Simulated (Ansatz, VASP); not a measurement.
# Ni: VASP beside Ansatz

Contents of INCAR:

```
PREC = Accurate
ENCUT = 520
EDIFF = 1E-7
ISMEAR = -1
SIGMA = 0.05
LREAL = False
LASPH = True
NELM = 150
ALGO = Normal
ISIF = 2
LWAVE = False
LCHARG = False
ISPIN = 2
MAGMOM = 0.839 0.839
LORBIT = 11
LMAXMIX = 4
GGA = PE
NBANDS = 21
```

The input KPOINTS:

```
Automatic mesh
0
Gamma
  17 17 17
```

File POSCAR:

```
Ni
1.0
    0.0000000000      2.5156520319      2.5156520319
    2.5156520319      0.0000000000      2.5156520319
    2.5156520319      2.5156520319      0.0000000000
Ni
2
Direct
    0.1250000000      0.1250000000      0.1250000000
    0.8750000000      0.8750000000      0.8750000000
```

Input for Ansatz:

```yaml
crystal:
  lattice:
    - [0.0, 2.5156520319, 2.5156520319]
    - [2.5156520319, 0.0, 2.5156520319]
    - [2.5156520319, 2.5156520319, 0.0]
  atoms:
    - { symbol: Ni, position: [0.125, 0.125, 0.125], spin: 0.839 }
    - { symbol: Ni, position: [0.875, 0.875, 0.875], spin: 0.839 }
hamiltonian:
  xc: pbe
  pseudopotentials:
    kind: paw
    azcp:
      Ni: "pseudopotentials/Ni.paw.azcp"
basis:
  ecutwfc: 420
  fft_grid_basis: typed
kpoints:
  mp_grid: { grid: [17, 17, 17], shift: [0, 0, 0] }
magnetization:
  spin_polarized: true
scf:
  occupations: { method: fermi_dirac, width: 0.05 }
output:
  stress: true
```

Alike in both runs: task single point; functional PBE; k mesh 17 × 17 × 17; occupations fermi-dirac, width 0.05 eV; collinear spin.

```csv
,VASP,Ansatz
version,VASP 6.6.1,Ansatz 0.2.0
potentials or method,"VASP PAW PBE potentials, release 64 (Ni), cutoff 520 eV","plane waves (420 eV) with PAW, scalar-relativistic"
valence electrons in the cell,20,36
```

Ansatz gave:

```
pressure (GPa)                                                : 4.1
net moment per atom (μB)                                      : 0.80
size of the moment on the site where the two differ most (μB) : 0.83
```

Task: What did VASP give for the same quantities?

Result: Pressure (GPa): 4.0; net moment per atom (μB): 0.79; size of the moment on the site where the two differ most (μB): 0.79.

Site moments also hang on the region over which each program counts them. With one functional, cell and mesh, what is left measures potentials, basis and numerics. VASP's potentials hold 20 valence electrons a cell and Ansatz's 36, so a difference there can come from the potentials and not from the codes.
